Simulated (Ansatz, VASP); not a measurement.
## Sb in VASP and in Ansatz

```
Sb
1.0
    -1.52493    1.50012    2.48000
     1.50012   -1.52493    2.48000
     1.50988    1.50988   -2.49505
Sb
1
Direct
  0.00000 0.00000 0.00000
```

Change from the starting cell: equal xy, yz and zx shear strains of -1 %.

Alike in both runs: task single point; functional PBE; k mesh 19 × 19 × 19; occupations fermi-dirac, width 0.05 eV; no spin polarisation.

|  | VASP | Ansatz |
| --- | --- | --- |
| version | VASP 6.6.1 | Ansatz 0.2.0 |
| potentials or method | VASP PAW PBE potentials, release 64 (Sb), cutoff 520 eV | all-electron LAPW, scalar-relativistic |

```csv
,VASP,Ansatz,Ansatz less VASP
pressure (GPa),19.2,19.3,+0.03
"traceless stress, the component that is largest in VASP (GPa)",-1.35,-1.27,+0.083
```

Ansatz ran all-electron here, and VASP with PAW potentials.

Neither program's run includes spin-orbit coupling.
